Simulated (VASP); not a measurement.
Runs of VASP 6.6.1 on Na. The structure is that of space group Fm-3m (No. 225), or close to it. The cells are those of the table. 

| cell | k mesh | gap on the mesh (eV) | pressure (GPa) |
| --- | --- | --- | --- |
| a = 3.743 Å, angles 60.0°, 1 atom | 17 × 17 × 17 | none | 0.0 |
| a = 3.693 Å, angles 60.0°, 1 atom | 17 × 17 × 17 | none | (b) |
| a = 3.792 Å, angles 60.0°, 1 atom | 17 × 17 × 17 | none | -0.3 |
| a = 3.587 Å, angles 60.0°, 1 atom | 17 × 17 × 17 | none | (a) |
| a = 3.887 Å, angles 60.0°, 1 atom | 17 × 17 × 17 | none | -0.7 |
| a = 3.743 Å, angles 60.0°, 1 atom | 5 × 5 × 5 | none | -0.1 |
| a = 3.641 Å, angles 60.0°, 1 atom | 17 × 17 × 17 | none | 0.7 |

Alike in all rows: task single point; level PBE; potentials or basis VASP PAW PBE potentials, release 64 (Na_pv); no spin polarisation; cutoff (eV) 520; smearing fermi-dirac 0.1 eV.

Estimate the missing entries.

(a) 1.2; (b) 0.3.

Caveats: some runs use coarse meshes.

A gap of «none» marks levels without a gap at the run's occupations.
